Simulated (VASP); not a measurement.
# Cr (Im-3m) in VASP: a series of runs

Runs on Cr. Level: PBE. Tasks: single point, relaxation of cell and atoms.

Everything below comes from runs of VASP 6.6.1. Logs are shortened: lines on timing, memory, paths and dates and some standing lists are left out, and cuts for length are marked.

## Step 1: The cell of the first run

Symmetry: Im-3m, No. 229, cubic system. Conventional cell: a = 2.848 Å, b = 2.848 Å, c = 2.848 Å, α = 90.00°, β = 90.00°, γ = 90.00°. Within 3.3 Å of Cr (site symmetry m-3m) lie 14 Cr at 2.47 to 2.85 Å.

## Step 2: Single point, PBE

Contents of INCAR:

```
SYSTEM = Cr
PREC     = Accurate       ! precision mode
ENCUT    = 520            ! plane-wave cutoff, eV
EDIFF    = 1E-7           ! SCF threshold, eV
ISMEAR   = 0              ! smearing method
SIGMA    = 0.1            ! smearing width, eV
LREAL    = .False.        ! projectors in reciprocal space
LASPH    = .True.         ! aspherical terms in the spheres
NELM     = 60             ! most SCF steps
ALGO     = Fast           ! electronic algorithm
ISIF     = 2              ! what is computed and relaxed
LWAVE    = .False.        ! write WAVECAR
LCHARG   = .False.        ! write CHGCAR
GGA      = PE             ! functional
NBANDS   = 12             ! bands
```

Contents of KPOINTS:

```
Automatic mesh
0
Gamma
  20 20 20
  0 0 0
```

Contents of POSCAR:

```
Cr
1.0
   -1.4240226622      1.4240226622      1.4240226622
    1.4240226622     -1.4240226622      1.4240226622
    1.4240226622      1.4240226622     -1.4240226622
Cr
1
Direct
    0.0000000000      0.0000000000      0.0000000000
```

Potentials or basis: VASP PAW PBE potentials, release 64 (Cr_pv).

On the command line:

```sh
> cat potpaw_PBE.64/Cr_pv/POTCAR > POTCAR
> mpirun -np 1 vasp_std > vasp.out
```

OUTCAR:

```text
SYSTEM = Cr
   PREC = Accurate
   ENCUT = 520
   EDIFF = 1E-7
   ISMEAR = 0
   LREAL = .False.
   LASPH = .True.
   NELM = 60
   ISIF = 2
   GGA = PE

 ion  position               nearest neighbor table
   1  0.000  0.000  0.000-

  LATTYP: Found a body centered cubic cell.
 ALAT       =     2.8480453244

  Lattice vectors:

 A1 = (  -1.4240226622,   1.4240226622,   1.4240226622)
 A2 = (   1.4240226622,  -1.4240226622,   1.4240226622)
 A3 = (   1.4240226622,   1.4240226622,  -1.4240226622)

Analysis of symmetry for initial positions (statically):
=====================================================================
 Subroutine PRICEL returns:
 Original cell was already a primitive cell.

 Routine SETGRP: Setting up the symmetry group for a
 body centered cubic supercell.

 Subroutine GETGRP returns: Found 48 space group operations
 (whereof 48 operations were pure point group operations)
 out of a pool of 48 trial point group operations.

The static configuration has the point symmetry O_h .

Analysis of symmetry for dynamics (positions and initial velocities):
=====================================================================
 Subroutine PRICEL returns:
 Original cell was already a primitive cell.

 Routine SETGRP: Setting up the symmetry group for a
 body centered cubic supercell.

 Subroutine GETGRP returns: Found 48 space group operations
 (whereof 48 operations were pure point group operations)
 out of a pool of 48 trial point group operations.

The dynamic configuration has the point symmetry O_h .

 Subroutine INISYM returns: Found 48 space group operations
 (whereof 48 operations are pure point group operations),
 and found     1 'primitive' translations

----------------------------------------------------------------------------------------

                                     Primitive cell

  volume of cell :      11.5508

  direct lattice vectors                    reciprocal lattice vectors
    -1.424022662  1.424022662  1.424022662     0.000000000  0.351118008  0.351118008
     1.424022662 -1.424022662  1.424022662     0.351118008  0.000000000  0.351118008
     1.424022662  1.424022662 -1.424022662     0.351118008  0.351118008  0.000000000

  length of vectors
     2.466479602  2.466479602  2.466479602     0.496555848  0.496555848  0.496555848

  position of ions in fractional coordinates (direct lattice)
     0.000000000  0.000000000  0.000000000

  ion indices of the primitive-cell ions
   primitive index   ion index
                 1           1

----------------------------------------------------------------------------------------

 KPOINTS: Automatic mesh

Automatic generation of k-mesh.
 Grid dimensions read from file:
 generate k-points for:   20   20   20

 Generating k-lattice:

  Cartesian coordinates                     Fractional coordinates (reciprocal lattice)
     0.000000000  0.017555900  0.017555900     0.050000000  0.000000000  0.000000000
     0.017555900  0.000000000  0.017555900     0.000000000  0.050000000  0.000000000
     0.017555900  0.017555900  0.000000000     0.000000000  0.000000000  0.050000000

  Length of vectors
     0.024827792  0.024827792  0.024827792

  Shift w.r.t. Gamma in fractional coordinates (k-lattice)
     0.000000000  0.000000000  0.000000000

 Subroutine IBZKPT returns following result:
 ===========================================

 Found    256 irreducible k-points:

 Following reciprocal coordinates:
            Coordinates               Weight
  0.000000  0.000000  0.000000      1.000000
  0.050000  0.000000  0.000000     12.000000
  0.100000  0.000000  0.000000     12.000000
  0.150000  0.000000  0.000000     12.000000
  0.200000  0.000000  0.000000     12.000000
  0.250000  0.000000  0.000000     12.000000
[... 16 lines left out ...]
  0.200000  0.100000  0.000000     48.000000
  0.250000  0.100000  0.000000     48.000000
 [... further k-points ...]
   k-points           NKPTS =    256   k-points in BZ     NKDIM =    256   number of bands    NBANDS=     12
   number of dos      NEDOS =    301   number of ions     NIONS =      1
   total plane-waves  NPLWV =   5832
   dimension x,y,z NGX =    18 NGY =   18 NGZ =   18
   dimension x,y,z NGXF=    36 NGYF=   36 NGZF=   36
   ions per type =               1
   NGX,Y,Z   is equivalent  to a cutoff of  12.13, 12.13, 12.13 a.u.
   NGXF,Y,Z  is equivalent  to a cutoff of  24.26, 24.26, 24.26 a.u.
 SYSTEM =  Cr
   PREC   = accura    normal or accurate (medium, high low for compatibility)
   ISTART =      0    job   : 0-new  1-cont  2-samecut
   ICHARG =      2    charge: 1-file 2-atom 10-const
   ISPIN  =      1    spin polarized calculation?
   LNONCOLLINEAR =      F non collinear calculations
   LSORBIT =      F    spin-orbit coupling
   LASPH  =      T    aspherical Exc in radial PAW
   ENCUT  =  520.0 eV  38.22 Ry    6.18 a.u.   4.59  4.59  4.59*2*pi/ulx,y,z
   NELM   =     60;   NELMIN=  2; NELMDL= -5     # of ELM steps
   EDIFF  = 0.1E-06   stopping-criterion for ELM
   LREAL  =      F    real-space projection
   EDIFFG = 0.1E-05   stopping-criterion for IOM
   NSW    =      0    number of steps for IOM
   IBRION =     -1    ionic relax: 0-MD 1-quasi-New 2-CG
   NFREE  =      0    steps in history (QN), initial steepest desc. (CG)
   ISIF   =      2    stress and relaxation
   ISYM   =      2    0-nonsym 1-usesym 2-fastsym
   POTIM  = 0.5000    time-step for ionic-motion
   TEBEG  =    0.0;   TEEND  =   0.0 temperature during run
   PSTRESS=    0.0 pullay stress
   NELECT =      12.0000    total number of electrons
   NUPDOWN=      -1.0000    fix difference up-down
   EMIN   =  10.00;   EMAX   =-10.00  energy-range for DOS
   EFERMI =   0.00;   METHOD = LEGACY
   ISMEAR =     0;   SIGMA  =   0.10  broadening in eV -4-tet -1-fermi 0-gaus
   EFERMI_NEDOS =   21; number of points for ismear=-14 and -15
   IALGO  =     68    algorithm
   IMIX   =      4    mixing-type and parameters
     AMIX     =   0.40;   BMIX     =  1.00
     AMIX_MAG =   1.60;   BMIX_MAG =  1.00
  volume/ion in A,a.u.               =      11.55        77.95
  Fermi-wavevector in a.u.,A,eV,Ry     =   1.658053  3.133265 37.404307  2.749139
  Thomas-Fermi vector in A             =   2.745700
   LORBIT       =      0    0 simple, 1 ext, 2 COOP (PROOUT), +10 PAW based schemes
   GGA     = PE    functional components
   LHFCALC =     F    Hartree Fock is set to
   AEXX    =    0.0000 exact exchange contribution
   IVDW    =     0    specifies the selected vdW correction
   LEPSILON=     F    determine dielectric tensor
   LRPA    =     F    only Hartree local field effects (RPA)
 non-spin polarized calculation
 RMM-DIIS sequential band-by-band and
 Gauss-broadening in eV      SIGMA  =   0.10
  energy-cutoff  :      520.00
  volume of cell :       11.55
 maximum number of plane-waves:       329
   NGX =  9   NGY =  9   NGZ =  9

 number of electron      11.9999994 magnetization

 Free energy of the ion-electron system (eV)
  ---------------------------------------------------
  ext. energy  EPLUGINS =         0.00000000
  ---------------------------------------------------
  free energy    TOTEN  =        -9.51873124 eV

  energy without entropy =       -9.51528950  energy(sigma->0) =       -9.51701037

 E-fermi :  10.9909     XC(G=0): -13.6738

 val. band max:       10.9843578628   @ k =   0.4500   0.1000  -0.0000
 cond. band min:      11.0011242958   @ k =  -0.1500   0.2000   0.1000
 fundamental gap:      0.0167664330
 Fermi energy:        10.9908542859

 k-point     1 :       0.0000    0.0000    0.0000
  band No.  band energies     occupation
      1     -31.7535      2.00000
      2     -31.7535      2.00000
      3     -31.7535      2.00000
      4       3.1156      2.00000
      5      10.0617      2.00000
      6      10.0617      2.00000
      7      10.0617      2.00000
      8      12.1154      0.00000
      9      12.1154      0.00000
     10      18.0806      0.00000
     11      33.2750      0.00000
     12      33.2750      0.00000

 k-point     2 :       0.0500    0.0000    0.0000
  band No.  band energies     occupation
      1     -31.7770      2.00000
      2     -31.7607      2.00000
      3     -31.7537      2.00000
      4       3.2258      2.00000
      5      10.0189      2.00000
      6      10.0551      2.00000
      7      10.1362      2.00000
      8      12.0665      0.00000
      9      12.1184      0.00000
     10      18.0806      0.00000
     11      33.0157      0.00000
     12      33.2585      0.00000

 k-point     3 :       0.1000    0.0000    0.0000
  band No.  band energies     occupation
      1     -31.8448      2.00000
      2     -31.7815      2.00000
      3     -31.7541      2.00000
      4       3.5490      2.00000
      5       9.8964      2.00000
      6      10.0253      2.00000
      7      10.3558      2.00000
      8      11.9460      0.00000
      9      12.1283      0.00000
     10      18.0805      0.00000
     11      32.2670      0.00000
     12      33.0903      0.00000
[... 286 lines left out ...]
 k-point    23 :       0.2000    0.1000    0.0000
  band No.  band energies     occupation
      1     -32.2484      2.00000
      2     -31.9016      2.00000
      3     -31.7859      2.00000
      4       5.6906      2.00000
      5       9.2430      2.00000
      6       9.4983      2.00000
      7      11.6470      0.00000
      8      12.0439      0.00000
      9      12.3633      0.00000
     10      18.0798      0.00000
     11      27.8772      0.00000
     12      29.9979      0.00000

 k-point    24 :       0.2500    0.1000    0.0000
  band No.  band energies     occupation
      1     -32.3714      2.00000
      2     -31.9528      2.00000
      3     -31.7882      2.00000
      4       6.3059      2.00000
      5       9.0137      2.00000
      6       9.5338      2.00000
      7      11.7395      0.00000
      8      12.3936      0.00000
      9      12.7292      0.00000
     10      18.0794      0.00000
     11      26.0528      0.00000
     12      29.1647      0.00000

 [... further k-points ...]
[... 5 lines left out ...]
  --------------------------------------------------------------------------------------
  -------------------------------------------------------------------------------------
  Total       -0.0409709     -0.0409709     -0.0409709     -0.0000000      0.0000000     -0.0000000
  in kB       -5.6829650     -5.6829650     -5.6829650     -0.0000000      0.0000000     -0.0000000
  external PRESSURE =      -5.6829650 kB  Pullay stress =       0.0000000 kB

 VOLUME and BASIS-vectors are now :
 -----------------------------------------------------------------------------
  energy-cutoff  :      520.00
  volume of cell :       11.55
      direct lattice vectors                 reciprocal lattice vectors
    -1.424022662  1.424022662  1.424022662     0.000000000  0.351118008  0.351118008
     1.424022662 -1.424022662  1.424022662     0.351118008  0.000000000  0.351118008
     1.424022662  1.424022662 -1.424022662     0.351118008  0.351118008  0.000000000

 POSITION                                       TOTAL-FORCE (eV/Angst)
 -----------------------------------------------------------------------------------
      0.00000      0.00000      0.00000        -0.000000      0.000000      0.000000
 -----------------------------------------------------------------------------------
    total drift:                                0.000000      0.000000      0.000000

  FREE ENERGIE OF THE ION-ELECTRON SYSTEM (eV)
  ---------------------------------------------------
  free  energy   TOTEN  =        -9.5187312413 eV

  energy  without entropy=       -9.5152894986  energy(sigma->0) =       -9.51701037
```

Run time: 17 s. Hardware: 1 thread of Intel Xeon Platinum 8481C at 2.70GHz (Sapphire Rapids), shared host; peak memory 0.13 GiB.

What came out:

```
Free energy            : -9.5187 eV
Pressure               : -0.6 GPa
Band gap on the k mesh : zero (band 6 reaches 13.42 eV, above the bottom of band 7 at 10.06 eV)
```

Levels at points of the mesh, in eV from the Fermi level:
```csv
k point,band 2,band 3,band 4,band 5,band 6,band 7,band 8,band 9,band 10,band 11
"(0.00, 0.00, 0.00)",-42.74,-42.74,-7.88,-0.93,-0.93,-0.93,1.12,1.12,7.09,22.28
"(0.50, 0.00, 0.00)",-43.03,-42.75,-4.45,-2.47,1.10,1.12,1.46,2.82,7.08,9.90
"(0.50, 0.50, 0.50)",-43.37,-43.37,-4.33,-4.33,2.42,2.42,2.42,7.09,10.59,10.59
```

Caveat: the run has no spin polarisation, though such a crystal can be magnetic.

## Step 3: Relaxation of cell and atoms, PBE

Contents of INCAR:

```
SYSTEM = Cr
PREC     = Accurate       ! precision mode
ENCUT    = 600            ! plane-wave cutoff, eV
EDIFF    = 1E-6           ! SCF threshold, eV
ISMEAR   = 0              ! smearing method
SIGMA    = 0.1            ! smearing width, eV
LREAL    = .False.        ! projectors in reciprocal space
LASPH    = .True.         ! aspherical terms in the spheres
NELM     = 80             ! most SCF steps
ALGO     = Normal         ! electronic algorithm
ISIF     = 3              ! what is computed and relaxed
LWAVE    = .False.        ! write WAVECAR
LCHARG   = .False.        ! write CHGCAR
GGA      = PE             ! functional
IBRION   = 2              ! ionic algorithm
NSW      = 80             ! ionic steps
EDIFFG   = -0.01          ! ionic threshold
```

Contents of KPOINTS:

```
regular mesh
0
Gamma
  20 20 20
  0 0 0
```

Contents of POSCAR:

```
Cr
1.0
   -1.4245271504      1.4245271504      1.4245271504
    1.4245271504     -1.4245271504      1.4245271504
    1.4245271504      1.4245271504     -1.4245271504
Cr
1
Direct
    0.0000000000      0.0000000000      0.0000000000
```

Potentials or basis: VASP PAW PBE potentials, release 64 (Cr_pv).

On the command line:

```sh
> cat potpaw_PBE.64/Cr_pv/POTCAR > POTCAR
> mpirun -np 1 vasp_std > vasp.out
```

It took 43 s on 1 thread of Intel Xeon Platinum 8259CL at 2.50GHz (Skylake/Cascade Lake), shared host; peak memory 0.16 GiB.

Results (log left out):

| Item | Value |
| --- | --- |
| Free energy | -9.5186 eV |
| Relaxed volume | 11.52 Å³/atom |
| Relaxed cell | a = 2.465 Å, b = 2.465 Å, c = 2.465 Å, α = 109.47°, β = 109.47°, γ = 109.47° |
| Space group after relaxing (to 0.05 Å) | Im-3m (No. 229) |
| Energy gained by relaxing | 0.1 meV/atom |
| Ionic steps | 3 |
| Pressure after relaxing | 0.0 GPa |
| Band gap on the k mesh | zero (band 6 reaches 13.46 eV, above the bottom of band 7 at 10.09 eV) |

The path:
| step | energy change (eV) | largest force (eV/Å) | pressure (GPa) | volume (Å³) |
| --- | --- | --- | --- | --- |
| 1 | 0.0000 | 0.0000 | -0.89 | 11.56 |
| 2 | 0.0002 | 0.0000 | 1.56 | 11.46 |
| 3 | -0.0001 | 0.0000 | 0.02 | 11.52 |

Final structure:
```yaml
crystal:
  lattice:
    - [-1.42290, 1.42290, 1.42290]
    - [1.42290, -1.42290, 1.42290]
    - [1.42290, 1.42290, -1.42290]
  atoms:
    - { symbol: Cr, position: [0.00000, 0.00000, 0.00000] }
```

Levels at points of the mesh, in eV from the Fermi level:
| k point | band 3 | band 4 | band 5 | band 6 | band 7 | band 8 | band 9 | band 10 |
| --- | --- | --- | --- | --- | --- | --- | --- | --- |
| (0.00, 0.00, 0.00) | -42.74 | -7.88 | -0.93 | -0.93 | -0.93 | 1.13 | 1.13 | 7.09 |
| (0.50, 0.00, 0.00) | -42.75 | -4.46 | -2.48 | 1.10 | 1.13 | 1.47 | 2.83 | 7.09 |
| (0.50, 0.50, 0.50) | -43.37 | -4.34 | -4.34 | 2.43 | 2.43 | 2.43 | 7.09 | 10.61 |

Caveat: the run has no spin polarisation, though such a crystal can be magnetic. Spin polarisation is off, so any magnetic state and its effect on volume and gap are missing.
